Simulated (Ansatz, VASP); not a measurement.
## One calculation of RbGe6, two programs

INCAR

```
SYSTEM = RbGe6
PREC     = Accurate       ! precision mode
ENCUT    = 520            ! plane-wave cutoff, eV
EDIFF    = 1E-7           ! SCF threshold, eV
ISMEAR   = 0              ! smearing method
SIGMA    = 0.1            ! smearing width, eV
LREAL    = .FALSE.        ! projectors in reciprocal space
LASPH    = .TRUE.         ! aspherical terms in the spheres
NELM     = 80             ! most SCF steps
ALGO     = Normal         ! electronic algorithm
ISIF     = 2              ! what is computed and relaxed
LWAVE    = .FALSE.        ! write WAVECAR
LCHARG   = .FALSE.        ! write CHGCAR
GGA      = PE             ! functional
NBANDS   = 56             ! bands
```

Contents of KPOINTS:

```
regular mesh
0
G
  8 8 8
  0 0 0
```

File POSCAR:

```
RbGe6
1.0
   -3.5625290683      3.5625290683      3.5625290683
    3.5625290683     -3.5625290683      3.5625290683
    3.5625290683      3.5625290683     -3.5625290683
Rb Ge
1 6
Direct
    0.0000000000      0.0000000000      0.0000000000
    0.5000000000      0.7500000000      0.2500000000
    0.7500000000      0.2500000000      0.5000000000
    0.7500000000      0.5000000000      0.2500000000
    0.5000000000      0.2500000000      0.7500000000
    0.2500000000      0.7500000000      0.5000000000
    0.2500000000      0.5000000000      0.7500000000
```

Input for Ansatz:

```yaml
crystal:
  lattice:
    - [-3.5625290683, 3.5625290683, 3.5625290683]
    - [3.5625290683, -3.5625290683, 3.5625290683]
    - [3.5625290683, 3.5625290683, -3.5625290683]
  atoms:
    - { symbol: Rb, position: [0.0, 0.0, 0.0] }
    - { symbol: Ge, position: [0.5, 0.75, 0.25] }
    - { symbol: Ge, position: [0.75, 0.25, 0.5] }
    - { symbol: Ge, position: [0.75, 0.5, 0.25] }
    - { symbol: Ge, position: [0.5, 0.25, 0.75] }
    - { symbol: Ge, position: [0.25, 0.75, 0.5] }
    - { symbol: Ge, position: [0.25, 0.5, 0.75] }
basis:
  ecutwfc: 420
kpoints:
  mp_grid: { grid: [8, 8, 8] }
hamiltonian:
  xc: pbe
scf:
  occupations: { method: gaussian, width: 0.1 }
output:
  forces: true
  stress: true
  eigenvalues: true
```

Alike in both runs: task single point; functional PBE; k mesh 8 × 8 × 8; occupations gaussian, width 0.1 eV; no spin polarisation.

|  | VASP | Ansatz |
| --- | --- | --- |
| version | VASP 6.6.1 | Ansatz 0.2.0 |
| potentials or method | VASP PAW PBE potentials, release 64 (Rb_sv, Ge_d), cutoff 520 eV | scalar-relativistic, plane waves, PAW |
| valence electrons in the cell | 93 | 93 |

|  | VASP | Ansatz | Ansatz less VASP |
| --- | --- | --- | --- |
| gap on the k mesh at the Fermi level (eV) | none | none | - |
| pressure (GPa) | 1.4 | 1.4 | +0.02 |

A gap of «none» marks a metal or a gap that the smearing closes. With one functional, cell and mesh, what is left measures potentials, basis and numerics.
